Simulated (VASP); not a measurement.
Runs of VASP 6.6.1 on Tl. The structure is that of space group Fd-3m (No. 227), or close to it. The cells are those of the table. 

| cell | k mesh | gap on the mesh (eV) | pressure (GPa) |
| --- | --- | --- | --- |
| a = 5.109 Å, angles 60.0°, 2 atoms | 13 × 13 × 13 | none | (a) |
| a = 5.043 Å, angles 60.0°, 2 atoms | 8 × 8 × 8 | none | -0.1 |
| a = 4.833 Å, angles 60.0°, 2 atoms | 13 × 13 × 13 | none | 2.3 |
| a = 4.975 Å, angles 60.0°, 2 atoms | 13 × 13 × 13 | none | 0.5 |
| a = 5.043 Å, angles 60.0°, 2 atoms | 13 × 13 × 13 | none | -0.1 |

Alike in all rows: task single point; level PBE; potentials or basis VASP PAW PBE potentials, release 64 (Tl_d); no spin polarisation; cutoff (eV) 520; smearing fermi-dirac 0.1 eV.

Fill in the values left out.

(a) -0.6.

Caveats: spin-orbit coupling is left out, which moves the levels of the heavy elements.

A k mesh can miss the band edges, and the runs leave out spin-orbit coupling on Tl.

A gap of «none» marks levels without a gap at the run's occupations.
